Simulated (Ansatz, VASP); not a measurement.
# AlN: VASP beside Ansatz

```
CELL_PARAMETERS angstrom
2.18399 -2.18399 0.00000
2.18399 0.00000 -2.18399
8.64937 8.64937 8.64937
ATOMIC_POSITIONS crystal
Al 0.66667 0.66667 0.06309
Al 0.00000 0.00000 0.90477
Al 0.33333 0.33333 0.23143
Al 0.66667 0.66667 0.56810
Al 0.00000 0.00000 0.39976
Al 0.33333 0.33333 0.73643
N 0.66667 0.66667 0.44185
N 0.00000 0.00000 0.27351
N 0.33333 0.33333 0.61018
N 0.66667 0.66667 0.94685
N 0.00000 0.00000 0.77852
N 0.33333 0.33333 0.10518
```

Alike in both runs: task single point; functional PBE; k mesh 8 × 8 × 2; occupations gaussian, width 0.05 eV; no spin polarisation.

|  | VASP | Ansatz |
| --- | --- | --- |
| version | VASP 6.6.1 | Ansatz 0.2.0 |
| potentials or method | VASP PAW PBE potentials, release 64 (Al, N), cutoff 520 eV | scalar-relativistic, plane waves, PAW |
| valence electrons in the cell | 48 | 48 |

VASP gave:

```
gap on the k mesh at the Fermi level (eV)                     : 3.14
least direct gap on the mesh (eV)                             : 3.67
pressure (GPa)                                                : 7.3
traceless stress, the component that is largest in VASP (GPa) : 2.36
rms of the force components (eV/Å)                            : 0.704
```

Q: Estimate Ansatz's values.

A: gap on the k mesh at the Fermi level (eV): 3.14; least direct gap on the mesh (eV): 3.68; pressure (GPa): 7.6; traceless stress, the component that is largest in VASP (GPa): 2.34; rms of the force components (eV/Å): 0.702.

Atom by atom the forces differ by 0.003 eV/Å (rms over components).
